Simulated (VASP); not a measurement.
Wanted: the native input for a VASP 6.6.1 run.

* Task: single point
* Functional: r2SCAN
* Potentials or basis: VASP PAW PBE potentials, release 64 (As, Be)
* Cutoff: 520 eV
* k mesh: 6 × 6 × 5
* Occupations: fermi-dirac, width 0.1 eV
* Spin: no spin polarisation
* Dipole correction: no
* Further INCAR settings: ALGO = Normal; EDIFF = 1e-06; NBANDS = 28

The system is BeAs2.

```
As Be
1.0
     3.73573    6.47047    0.00000
    -3.73573    6.47047    0.00000
     0.00000    0.00000    4.06314
As Be
6 3
Direct
  0.39949 0.89126 0.25402
  0.70925 0.39949 0.58735
  0.89126 0.70925 0.92068
  0.29075 0.10874 0.74598
  0.10874 0.60051 0.41265
  0.60051 0.29075 0.07932
  0.40609 0.59391 0.33333
  0.00000 0.40609 0.66667
  0.59391 0.00000 0.00000
```

One way to write it, as run:

POSCAR

```
BeAs2
1.0
    3.7357262918      6.4704677405      0.0000000000
   -3.7357262918      6.4704677405      0.0000000000
    0.0000000000      0.0000000000      4.0631353455
As Be
6 3
Direct
    0.3994909442      0.8912585750      0.2540181980
    0.7092504808      0.3994909442      0.5873515313
    0.8912585750      0.7092504808      0.9206848646
    0.2907495192      0.1087414250      0.7459818020
    0.1087414250      0.6005090558      0.4126484687
    0.6005090558      0.2907495192      0.0793151354
    0.4060904685      0.5939095315      0.3333333333
    0.0000000000      0.4060904685      0.6666666667
    0.5939095315      0.0000000000      1.0000000000
```

INCAR.step1

```
SYSTEM = BeAs2
  PREC = Accurate
  ENCUT = 520
  ISMEAR = -1
  SIGMA = 0.1
  LREAL = .False.
  LASPH = .True.
  NELM = 100
  NBANDS = 28
  GGA = PE
  ALGO = Normal
  EDIFF = 1E-4
  LWAVE = .True.
  LCHARG = .False.
```

INCAR.step2

```
SYSTEM = BeAs2
  PREC = Accurate
  ENCUT = 520
  EDIFF = 1E-6
  ISMEAR = -1
  SIGMA = 0.1
  LREAL = .False.
  LASPH = .True.
  NELM = 100
  ALGO = Normal
  ISIF = 2
  LWAVE = .False.
  LCHARG = .False.
  METAGGA = R2SCAN
  LMIXTAU = .True.
  NBANDS = 28
  ISTART = 1
```

KPOINTS

```
Automatic mesh
0
Gamma
  6 6 5
  0 0 0
```

Potentials or basis: VASP PAW PBE potentials, release 64 (As, Be).

Launch:

```sh
$ cat potpaw_PBE.64/As/POTCAR potpaw_PBE.64/Be/POTCAR > POTCAR
$ cp INCAR.step1 INCAR
$ mpirun -np 1 vasp_std > vasp.out
$ cp INCAR.step2 INCAR
$ mpirun -np 1 vasp_std > vasp.out
```

Results of the run:

The pressure is 0.2 GPa and the largest force is 0.027 eV/Å. The band gap on the k mesh is 0.25 eV, indirect (least direct gap 0.96 eV).

Caveat: the PAW data sets were made with another functional, which shifts forces and pressure a little.

Wall time 11 min on 1 thread of AMD EPYC 7R43 64-Core Processor (Zen 3) (shared host), peak memory 0.35 GiB.
